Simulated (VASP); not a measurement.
A run of VASP 6.6.1 is set up as follows.

File INCAR:

```
  ALGO = Normal
  DIPOL = 0.5 0.5 0.292
  EDIFF = 1E-6
  ENCUT = 520
  GGA = PE
  IDIPOL = 3
  ISIF = 2
  ISMEAR = 0
  LASPH = True
  LCHARG = True
  LDIPOL = True
  LELF = True
  LREAL = False
  LVACPOTAV = True
  LVHAR = True
  LWAVE = False
  NBANDS = 34
  NELM = 100
  PREC = Accurate
  SIGMA = 0.1
```

Contents of KPOINTS:

```
k-points
0
Gamma
  12 12 1
```

The input POSCAR:

```
Ge3Sb2
1.0
    4.9564442184     -0.0000003374      0.0000000000
   -2.4782218170      4.2924067743      0.0000000000
    0.0000000000      0.0000000000     30.7924938400
Ge Sb
3 2
Direct
    0.0000000000      0.0000000000      0.2922790225
    0.3333333333      0.6666666667      0.3271109735
    0.6666666667      0.3333333333      0.2574470715
    0.6666666667      0.3333333333      0.3459878869
    0.3333333333      0.6666666667      0.2385701581
```

Potentials or basis: VASP PAW PBE potentials, release 64 (Ge_d, Sb).

Launch:

```console
$ cat potpaw_PBE.64/Ge_d/POTCAR potpaw_PBE.64/Sb/POTCAR > POTCAR
$ mpirun -np 1 vasp_std > vasp.out
```

Task: Predict the band gap on the k mesh.

Result: Zero (band 26 reaches -1.25 eV, above the bottom of band 27 at -3.35 eV).

Task: What does it give for the largest force?

Result: 0.133 eV/Å.

Forces on the atoms (eV/Å):
```
Ge   0.000  0.000  0.000
Ge   0.000  0.000  0.090
Ge   0.000  0.000 -0.090
Sb   0.000  0.000  0.133
Sb   0.000  0.000 -0.133
```

Caveat: spin-orbit coupling is left out, which moves the levels of the heavy elements.
